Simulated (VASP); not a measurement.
A run of VASP 6.6.1 is set up as follows.

Contents of POSCAR:

```
SiO2
1.0
    4.1944456875      0.0000000000      0.0000000000
    0.0000000000      4.1944456875      0.0000000000
    0.0000000000      0.0000000000      2.6782679635
Si O
2 4
Direct
    0.0000000000      0.0000000000      0.0000000000
    0.5000000000      0.5000000000      0.5000000000
    0.3060464345      0.3060464345      0.0000000000
    0.1939535655      0.8060464345      0.5000000000
    0.6939535655      0.6939535655      0.0000000000
    0.8060464345      0.1939535655      0.5000000000
```

File INCAR.step1:

```
  ALGO = Normal
  EDIFF = 1E-4
  ENCUT = 520
  GGA = PE
  ISMEAR = 0
  LASPH = T
  LCHARG = F
  LREAL = F
  LWAVE = T
  NBANDS = 25
  NELM = 100
  PREC = Accurate
  SIGMA = 0.02
```

File INCAR.step2:

```
  ALGO = Normal
  EDIFF = 1E-7
  ENCUT = 520
  ISIF = 2
  ISMEAR = 0
  ISTART = 1
  LASPH = T
  LCHARG = F
  LMIXTAU = T
  LREAL = F
  LWAVE = F
  METAGGA = R2SCAN
  NBANDS = 25
  NELM = 100
  PREC = Accurate
  SIGMA = 0.02
```

File KPOINTS:

```
k-points
0
Gamma
  6 6 8
```

Potentials or basis: VASP PAW PBE potentials, release 64 (Si, O).

Command:

```sh
$ cat potpaw_PBE.64/Si/POTCAR potpaw_PBE.64/O/POTCAR > POTCAR
$ cp INCAR.step1 INCAR
$ mpirun -np 1 vasp_std > vasp.out
$ cp INCAR.step2 INCAR
$ mpirun -np 1 vasp_std > vasp.out
```

Predict the largest force.

0.035 eV/Å.

What does it give for the pressure?

-2.3 GPa.

Estimate the band gap on the k mesh.

6.35 eV.

Forces on the atoms (eV/Å):
```
Si   0.000  0.000  0.000
Si   0.000  0.000  0.000
O    0.025  0.025  0.000
O   -0.025  0.025  0.000
O   -0.025 -0.025  0.000
O    0.025 -0.025  0.000
```

Caveat: the PAW data sets were made with another functional, which shifts forces and pressure a little. A k mesh can miss the band edges.
